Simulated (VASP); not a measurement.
# AlRu (Pm-3m) in VASP: a series of runs

Runs on AlRu. Level: PBE. Tasks: single point.

All numbers are computed with VASP 6.6.1; they aren't measurements. Logs are shortened: lines on timing, memory, paths and dates and some standing lists are left out, and cuts for length are marked.

### 1 The cell of the first run

Symmetry: Pm-3m, No. 221, cubic system. The conventional cell has a = 2.879 Å, b = 2.879 Å, c = 2.879 Å, α = 90.00°, β = 90.00°, γ = 90.00°. Al (site symmetry m-3m) has 8 Ru at 2.49 Å and 6 Al at 2.88 Å within 3.3 Å. Within 3.3 Å of Ru (site symmetry m-3m) lie 8 Al at 2.49 Å and 6 Ru at 2.88 Å.

### 2 Single point, PBE (volume scaled by 0.88)

Input file INCAR:

```
PREC     = Accurate       # precision mode
ENCUT    = 520            # plane-wave cutoff, eV
EDIFF    = 1E-6           # SCF threshold, eV
ISMEAR   = 0              # smearing method
SIGMA    = 0.1            # smearing width, eV
LREAL    = False          # projectors in reciprocal space
LASPH    = True           # aspherical terms in the spheres
NELM     = 80             # most SCF steps
ALGO     = Fast           # electronic algorithm
ISIF     = 2              # what is computed and relaxed
LWAVE    = False          # write WAVECAR
LCHARG   = True           # write CHGCAR
GGA      = PE             # functional
LELF     = True           # ELF
LVHAR    = True         
NBANDS   = 16             # bands
```

Input file KPOINTS:

```
regular mesh
0
Gamma
  14 14 14
```

Input file POSCAR:

```
AlRu
1.0
    2.8787662148      0.0000000000      0.0000000000
    0.0000000000      2.8787662148      0.0000000000
    0.0000000000      0.0000000000      2.8787662148
Al Ru
1 1
Direct
    0.0000000000      0.0000000000      0.0000000000
    0.5000000000      0.5000000000      0.5000000000
```

Potentials or basis: VASP PAW PBE potentials, release 64 (Al, Ru_pv).

Command:

```sh
> cat potpaw_PBE.64/Al/POTCAR potpaw_PBE.64/Ru_pv/POTCAR > POTCAR
> mpirun -np 1 vasp_std > vasp.out
```

OUTCAR:

```text
PREC = Accurate
   ENCUT = 520
   EDIFF = 1E-6
   ISMEAR = 0
   LREAL = False
   LASPH = True
   NELM = 80
   ISIF = 2
   GGA = PE

 ion  position               nearest neighbor table
   1  0.000  0.000  0.000-   2 2.49   2 2.49   2 2.49   2 2.49   2 2.49   2 2.49   2 2.49   2 2.49

   2  0.500  0.500  0.500-   1 2.49   1 2.49   1 2.49   1 2.49   1 2.49   1 2.49   1 2.49   1 2.49

  LATTYP: Found a simple cubic cell.
 ALAT       =     2.8787662148

  Lattice vectors:

 A1 = (   2.8787662148,   0.0000000000,   0.0000000000)
 A2 = (   0.0000000000,   2.8787662148,   0.0000000000)
 A3 = (   0.0000000000,   0.0000000000,   2.8787662148)

Analysis of symmetry for initial positions (statically):
=====================================================================
 Subroutine PRICEL returns:
 Original cell was already a primitive cell.

 Routine SETGRP: Setting up the symmetry group for a
 simple cubic supercell.

 Subroutine GETGRP returns: Found 48 space group operations
 (whereof 48 operations were pure point group operations)
 out of a pool of 48 trial point group operations.

The static configuration has the point symmetry O_h .

Analysis of symmetry for dynamics (positions and initial velocities):
=====================================================================
 Subroutine PRICEL returns:
 Original cell was already a primitive cell.

 Routine SETGRP: Setting up the symmetry group for a
 simple cubic supercell.

 Subroutine GETGRP returns: Found 48 space group operations
 (whereof 48 operations were pure point group operations)
 out of a pool of 48 trial point group operations.

The dynamic configuration has the point symmetry O_h .

 Subroutine INISYM returns: Found 48 space group operations
 (whereof 48 operations are pure point group operations),
 and found     1 'primitive' translations

----------------------------------------------------------------------------------------

                                     Primitive cell

  volume of cell :      23.8572

  direct lattice vectors                    reciprocal lattice vectors
     2.878766215  0.000000000  0.000000000     0.347371035  0.000000000  0.000000000
     0.000000000  2.878766215  0.000000000     0.000000000  0.347371035  0.000000000
     0.000000000  0.000000000  2.878766215     0.000000000  0.000000000  0.347371035

  length of vectors
     2.878766215  2.878766215  2.878766215     0.347371035  0.347371035  0.347371035

[... 76 lines left out ...]
   LSORBIT =      F    spin-orbit coupling
   LASPH  =      T    aspherical Exc in radial PAW
   ENCUT  =  520.0 eV  38.22 Ry    6.18 a.u.   5.35  5.35  5.35*2*pi/ulx,y,z
   NELM   =     80;   NELMIN=  2; NELMDL= -5     # of ELM steps
   EDIFF  = 0.1E-05   stopping-criterion for ELM
   LREAL  =      F    real-space projection
   EDIFFG = 0.1E-04   stopping-criterion for IOM
   NSW    =      0    number of steps for IOM
   IBRION =     -1    ionic relax: 0-MD 1-quasi-New 2-CG
   NFREE  =      0    steps in history (QN), initial steepest desc. (CG)
   ISIF   =      2    stress and relaxation
   ISYM   =      2    0-nonsym 1-usesym 2-fastsym
   POTIM  = 0.5000    time-step for ionic-motion
   TEBEG  =    0.0;   TEEND  =   0.0 temperature during run
   PSTRESS=    0.0 pullay stress
   NELECT =      17.0000    total number of electrons
   NUPDOWN=      -1.0000    fix difference up-down
   EMIN   =  10.00;   EMAX   =-10.00  energy-range for DOS
   EFERMI =   0.00;   METHOD = LEGACY
   ISMEAR =     0;   SIGMA  =   0.10  broadening in eV -4-tet -1-fermi 0-gaus
   EFERMI_NEDOS =   21; number of points for ismear=-14 and -15
   IALGO  =     68    algorithm
   IMIX   =      4    mixing-type and parameters
     AMIX     =   0.40;   BMIX     =  1.00
     AMIX_MAG =   1.60;   BMIX_MAG =  1.00
  volume/ion in A,a.u.               =      11.93        80.50
  Fermi-wavevector in a.u.,A,eV,Ry     =   1.462238  2.763229 29.091161  2.138140
  Thomas-Fermi vector in A             =   2.578475
   LORBIT       =      0    0 simple, 1 ext, 2 COOP (PROOUT), +10 PAW based schemes
   GGA     = PE    functional components
   LHFCALC =     F    Hartree Fock is set to
   AEXX    =    0.0000 exact exchange contribution
   IVDW    =     0    specifies the selected vdW correction
   LEPSILON=     F    determine dielectric tensor
   LRPA    =     F    only Hartree local field effects (RPA)
 non-spin polarized calculation
 RMM-DIIS sequential band-by-band and
 Gauss-broadening in eV      SIGMA  =   0.10
  energy-cutoff  :      520.00
  volume of cell :       23.86
 maximum number of plane-waves:       660
 NGX is ok and might be reduce to    24
   NGX = 11   NGY = 11   NGZ = 11

 number of electron      17.0000003 magnetization

 Free energy of the ion-electron system (eV)
  ---------------------------------------------------
  ext. energy  EPLUGINS =         0.00000000
  ---------------------------------------------------
  free energy    TOTEN  =       -13.94544734 eV

  energy without entropy =      -13.93725479  energy(sigma->0) =      -13.94135106

 E-fermi :  12.4351     XC(G=0): -13.1694

 val. band max:       12.4090687295   @ k =   0.0714   0.0714   0.0714
 cond. band min:      12.4365274374   @ k =   0.1429   0.0714   0.0714
 fundamental gap:      0.0274587079
 Fermi energy:        12.4350571556

 k-point     1 :       0.0000    0.0000    0.0000
  band No.  band energies     occupation
      1     -29.3635      2.00000
      2     -29.3635      2.00000
      3     -29.3635      2.00000
      4       2.0722      2.00000
      5       8.1922      2.00000
      6       8.1922      2.00000
[... 433 lines left out ...]
      3     -29.3300      2.00000
      4       5.1512      2.00000
      5       8.0115      2.00000
      6       9.4659      2.00000
[... 8 lines left out ...]
     15      26.2288      0.00000
     16      27.7915      0.00000

 [... further k-points ...]
[... 5 lines left out ...]
  --------------------------------------------------------------------------------------
  -------------------------------------------------------------------------------------
  Total        5.1225073      5.1225073      5.1225073      0.0000000      0.0000000     -0.0000000
  in kB      344.0123040    344.0123040    344.0123040      0.0000000      0.0000000     -0.0000000
  external PRESSURE =     344.0123040 kB  Pullay stress =       0.0000000 kB

 VOLUME and BASIS-vectors are now :
 -----------------------------------------------------------------------------
  energy-cutoff  :      520.00
  volume of cell :       23.86
      direct lattice vectors                 reciprocal lattice vectors
     2.878766215  0.000000000  0.000000000     0.347371035  0.000000000  0.000000000
     0.000000000  2.878766215  0.000000000     0.000000000  0.347371035  0.000000000
     0.000000000  0.000000000  2.878766215     0.000000000  0.000000000  0.347371035

 POSITION                                       TOTAL-FORCE (eV/Angst)
 -----------------------------------------------------------------------------------
      0.00000      0.00000      0.00000         0.000000      0.000000      0.000000
      1.43938      1.43938      1.43938         0.000000      0.000000      0.000000
 -----------------------------------------------------------------------------------
    total drift:                                0.000000     -0.000000     -0.000000

  FREE ENERGIE OF THE ION-ELECTRON SYSTEM (eV)
  ---------------------------------------------------
  free  energy   TOTEN  =       -13.9454473395 eV

  energy  without entropy=      -13.9372547900  energy(sigma->0) =      -13.94135106
```

OSZICAR:

```text
N       E                     dE             d eps       ncg     rms          rms(c)
DAV:   1     0.120625540801E+03    0.12063E+03   -0.91618E+03  3920   0.100E+03
DAV:   2    -0.126995667119E+02   -0.13333E+03   -0.12746E+03  4552   0.302E+02
DAV:   3    -0.146286534181E+02   -0.19291E+01   -0.19224E+01  5216   0.379E+01
DAV:   4    -0.146411366826E+02   -0.12483E-01   -0.12471E-01  4512   0.325E+00
DAV:   5    -0.146413043305E+02   -0.16765E-03   -0.16764E-03  4624   0.371E-01    0.158E+01
RMM:   6    -0.140061484431E+02    0.63516E+00   -0.18251E+00  3939   0.107E+01    0.311E+00
RMM:   7    -0.139591886748E+02    0.46960E-01   -0.91570E-02  4060   0.254E+00    0.266E+00
RMM:   8    -0.139455174873E+02    0.13671E-01   -0.11870E-02  4303   0.835E-01    0.177E-01
RMM:   9    -0.139454445335E+02    0.72954E-04   -0.95629E-04  4423   0.276E-01    0.140E-01
RMM:  10    -0.139454474075E+02   -0.28740E-05   -0.16230E-04  4548   0.120E-01    0.282E-02
RMM:  11    -0.139454478636E+02   -0.45609E-06   -0.46015E-05  4484   0.642E-02    0.244E-02
RMM:  12    -0.139454470681E+02    0.79555E-06   -0.14765E-05  4608   0.350E-02    0.417E-03
RMM:  13    -0.139454473395E+02   -0.27140E-06   -0.25480E-06  3547   0.167E-02
   1 F= -.13945447E+02 E0= -.13941351E+02  d E =-.819255E-02
```

stdout:

```text
POSCAR found type information on POSCAR AlRu
 POSCAR found :  2 types and       2 ions
 scaLAPACK will be used
 LDA part: xc-table for (Slater+PW92), standard interpolation
 POSCAR, INCAR and KPOINTS ok, starting setup
 FFT: planning ... GRIDC
 FFT: planning ... GRID_SOFT
 FFT: planning ... GRID
 WAVECAR not read
 entering main loop
```

Run time: 39 s. Hardware: 1 thread of AMD EPYC 9R45 (Zen 5), shared host; peak memory 0.13 GiB.

What came out:

```
Free energy : -13.9454 eV
Pressure    : 34.4 GPa
```

### 3 Single point, PBE (volume scaled by 0.91)

Input file INCAR:

```
PREC = Accurate ; ENCUT = 520
EDIFF = 1E-7 ; ISMEAR = 0
SIGMA = 0.1 ; LREAL = False
LASPH = True ; NELM = 100
ALGO = Normal ; ISIF = 2
LWAVE = False ; LCHARG = False
GGA = PE ; NBANDS = 16
```

KPOINTS is that of step 2.

Input file POSCAR:

```
AlRu
1.0
    2.9111146102      0.0000000000      0.0000000000
    0.0000000000      2.9111146102      0.0000000000
    0.0000000000      0.0000000000      2.9111146102
Al Ru
1 1
Direct
    0.0000000000      0.0000000000      0.0000000000
    0.5000000000      0.5000000000      0.5000000000
```

Potentials or basis: VASP PAW PBE potentials, release 64 (Al, Ru_pv).

Command:

```sh
> cat potpaw_PBE.64/Al/POTCAR potpaw_PBE.64/Ru_pv/POTCAR > POTCAR
> mpirun -np 1 vasp_std > vasp.out
```

It took 35 s on 1 thread of AMD EPYC 9R45 (Zen 5), shared host; peak memory 0.14 GiB.

Results (log left out):

| Property | Result |
| --- | --- |
| Free energy | -14.0924 eV |
| Pressure | 23.6 GPa |

Levels at points of the mesh, in eV from the Fermi level:
```
           k point  band 5  band 6  band 7  band 8  band 9  band 10  band 11  band 12  band 13  band 14
(0.00, 0.00, 0.00)   -4.03   -4.03    0.21    0.21    0.21     6.49     6.49     6.49    11.47    11.47
(0.50, 0.00, 0.00)   -5.63   -3.13   -1.78   -1.78    0.50     2.62     7.38    11.47    11.47    12.12
(0.50, 0.50, 0.00)   -3.40   -1.41   -1.41   -1.33   -1.33     1.75     5.89     7.11    11.26    12.12
(0.50, 0.50, 0.50)   -5.11   -5.11    1.86    1.86    3.09     4.35     4.35     4.35     9.34     9.34
```

(Continued in part 2 of 2.)
